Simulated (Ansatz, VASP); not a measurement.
# BN in VASP and in Ansatz

Contents of POSCAR:

```
BN
1.0
    0.0000000000      1.8075000000      1.8075000000
    1.8075000000      0.0000000000      1.8075000000
    1.8075000000      1.8075000000      0.0000000000
B N
1 1
Direct
    0.0000000000      0.0000000000      0.0000000000
    0.7500000000      0.7500000000      0.7500000000
```

Contents of INCAR.step1:

```
ALGO     = Normal         # electronic algorithm
EDIFF    = 1E-5           # SCF threshold, eV
ENCUT    = 660            # plane-wave cutoff, eV
GGA      = PE             # functional
GGA_COMPAT= False        
ISMEAR   = -1             # smearing method
LASPH    = True           # aspherical terms in the spheres
LCHARG   = False          # write CHGCAR
LREAL    = False          # projectors in reciprocal space
LWAVE    = True           # write WAVECAR
NBANDS   = 11             # bands
NELM     = 120            # most SCF steps
PREC     = Accurate       # precision mode
SIGMA    = 0.1            # smearing width, eV
```

File INCAR.step2:

```
ALGO     = Normal         # electronic algorithm
EDIFF    = 1E-6           # SCF threshold, eV
ENCUT    = 660            # plane-wave cutoff, eV
GGA_COMPAT= False        
ISIF     = 2              # what is computed and relaxed
ISMEAR   = -1             # smearing method
ISTART   = 1            
LASPH    = True           # aspherical terms in the spheres
LCHARG   = True           # write CHGCAR
LELF     = True           # ELF
LMIXTAU  = True         
LREAL    = False          # projectors in reciprocal space
LVHAR    = True         
LWAVE    = False          # write WAVECAR
METAGGA  = R2SCAN         # meta-GGA
NBANDS   = 11             # bands
NELM     = 120            # most SCF steps
PREC     = Accurate       # precision mode
SIGMA    = 0.1            # smearing width, eV
```

KPOINTS

```
k-points
0
Gamma
  6 6 6
```

Input for Ansatz:

```yaml
crystal:
  lattice:
    bravais: fcc
    a: 3.615
  space_group: 216
  atoms:
    - { symbol: B, position: [0.0, 0.0, 0.0] }
    - { symbol: "N", position: [0.25, 0.25, 0.75] }
  reduce_to_primitive: true
kpoints:
  mp_grid:
    grid: [6, 6, 6]
hamiltonian:
  xc: r2scan
scf:
  convergence:
    dr2_threshold: 1.0e-09
  occupations:
    method: fermi_dirac
output:
  eigenvalues: true
```

Alike in both runs: task single point; functional r2SCAN; k mesh 6 × 6 × 6; no spin polarisation.

|  | VASP | Ansatz |
| --- | --- | --- |
| version | VASP 6.6.1 | Ansatz 0.2.0 |
| potentials or method | VASP PAW PBE potentials, release 64 (B, N) | plane waves, PAW |
| plane-wave cutoff (eV) | 660 | 500 |
| occupations | fermi-dirac, width 0.1 eV | fermi-dirac |
| valence electrons in the cell | 8 | 8 |

```csv
,VASP,Ansatz,Ansatz less VASP
gap on the k mesh at the Fermi level (eV),4.97,5.00,+0.020
```

VASP's potentials were made for PBE, not for r2SCAN.

The k mesh is coarse, so the values compare programs but aren't converged.
